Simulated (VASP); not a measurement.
Crystal: P.

```xyz
4
Lattice="3.6914 0.0000 0.0000 -1.8457 3.1968 0.0000 0.0000 0.0000 10.0538" Properties=species:S:1:pos:R:3 pbc="T T T"
P     0.0000    0.0000    2.5134
P     0.0000    0.0000    7.5403
P     0.0000    2.1312    7.5403
P     1.8457    1.0656    2.5134
```

This isn't the form of P at room conditions, which is orthorhombic.

* Program: VASP 6.6.1
* Task: relaxation of cell and atoms
* Functional: PBE
* Potentials or basis: VASP PAW PBE potentials, release 64 (P)
* Cutoff: 600 eV
* k mesh: 6 × 6 × 2
* Occupations: gaussian, width 0.1 eV
* Spin: no spin polarisation

At the start: pressure 4.8 GPa; volume 29.66 Å³/atom.

Question: How do energy, volume and symmetry change on relaxing?

Answer: Over 6 steps the energy falls by 57.3 meV/atom and the volume is 32.27 Å³/atom (+8.8 %); space group P6_3/mmc (No. 194, to 0.1 Å) before and after.

Step by step:
| step | energy change (eV) | largest force (eV/Å) | pressure (GPa) | volume (Å³) |
| --- | --- | --- | --- | --- |
| 1 | 0.0000 | 0.0000 | 4.83 | 118.64 |
| 2 | -0.2114 | 0.0000 | -0.81 | 134.47 |
| 3 | -0.2274 | 0.0000 | -0.28 | 130.30 |
| 4 | -0.2285 | 0.0000 | -0.20 | 129.70 |
| 5 | -0.2288 | 0.0000 | 0.13 | 128.46 |
| 6 | -0.2291 | 0.0000 | -0.07 | 129.07 |

Final structure:
```xyz
4
Lattice="3.8514 0.0000 0.0000 -1.9257 3.3354 0.0000 0.0000 0.0000 10.0481" Properties=species:S:1:pos:R:3 pbc="T T T"
P     0.0000    0.0000    2.5120
P     0.0000    0.0000    7.5361
P     0.0000    2.2236    7.5361
P     1.9257    1.1118    2.5120
```

Caveat: this functional lacks dispersion, which binds layers or chains, so the pressure and a relaxed spacing across them are unreliable.
